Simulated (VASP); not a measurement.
AlCo3: single point with PBEsol

The system is AlCo3.

```
CELL_PARAMETERS angstrom
3.57495 0.00000 0.00000
0.00000 3.57495 0.00000
0.00000 0.00000 3.57495
ATOMIC_POSITIONS crystal
Al 0.00000 0.00000 0.00000
Co 0.50000 0.50000 0.00000
Co 0.50000 0.00000 0.50000
Co 0.00000 0.50000 0.50000
```

- Program: VASP 6.6.1
- Task: single point
- Functional: PBEsol
- Potentials or basis: VASP PAW PBE potentials, release 64 (Al, Co)
- Cutoff: 520 eV
- k mesh: 1 × 1 × 1
- Occupations: gaussian, width 0.1 eV
- Spin: collinear spin, ferromagnetic start
- Starting moments: [0.0, 1.48, 1.48, 1.48] μB
- Dipole correction: no
- Further INCAR settings: ALGO = Normal; EDIFF = 1e-06; NBANDS = 27

```
Pressure                                              : 8.8 GPa
Net moment                                            : 5.17 μB per cell
Site moments                                          : Al -0.03; Co +1.79 μB
Valence electrons inside the program's atomic spheres : Al 0.77; Co 8.32
```

Levels at points of the mesh, in eV from the Fermi level:
Spin up:
```csv
k point,band 17,band 18,band 19,band 20,band 21,band 22
"(0.00, 0.00, 0.00)",-0.01,-0.01,-0.01,5.92,5.92,6.30
```
Spin down:
| k point | band 9 | band 10 | band 11 | band 12 | band 13 | band 14 | band 15 | band 16 | band 17 | band 18 |
| --- | --- | --- | --- | --- | --- | --- | --- | --- | --- | --- |
| (0.00, 0.00, 0.00) | -0.79 | -0.79 | -0.01 | -0.01 | -0.01 | 0.02 | 0.02 | 0.94 | 1.02 | 1.02 |

Run time: 2.1 min on 1 thread of Intel Xeon 8259CL, with other jobs on the host, peak memory 0.17 GiB.

Caveat: the k points lie up to 1.76 Å⁻¹ apart, too coarse for converged energies, forces and pressures; the PAW data sets were made with another functional, which shifts forces and pressure a little.
